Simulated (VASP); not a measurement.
## Cu3Pt: single point with LDA

Crystal: Cu3Pt.

```
CELL_PARAMETERS angstrom
3.63426 0.00000 0.00000
0.00000 3.63426 0.00000
0.00000 0.00000 3.63426
ATOMIC_POSITIONS crystal
Cu 0.00000 0.50000 0.50000
Cu 0.50000 0.00000 0.50000
Cu 0.50000 0.50000 0.00000
Pt 0.00000 0.00000 0.00000
```

This cell differs from its parent crystal: volume scaled by 0.94.

```yaml
Program: VASP 6.6.1
Task: single point
Functional: LDA
Potentials_or_basis: VASP PAW LDA potentials, release 64 (Cu, Pt)
Cutoff: 520 eV
k_mesh: 9 × 9 × 9
Occupations: fermi-dirac, width 0.05 eV
Spin: no spin polarisation
Dipole_correction: no
Further_INCAR_settings: ALGO = Normal; EDIFF = 1e-06; NBANDS = 30
```

```json
{
 "Pressure": "0.1 GPa"
}
```

Levels at points of the mesh, in eV from the Fermi level:
```tsv
k point	band 19	band 20	band 21	band 22	band 23	band 24
(0.00, 0.00, 0.00)	-0.08	-0.08	-0.08	1.83	1.83	1.83
```

Wall time 21 s on 1 thread of Intel(R) Xeon(R) 6975P-C (Granite Rapids), on a shared host, peak memory 0.17 GiB.

Caveat: spin-orbit coupling is left out, which moves the levels of the heavy elements.
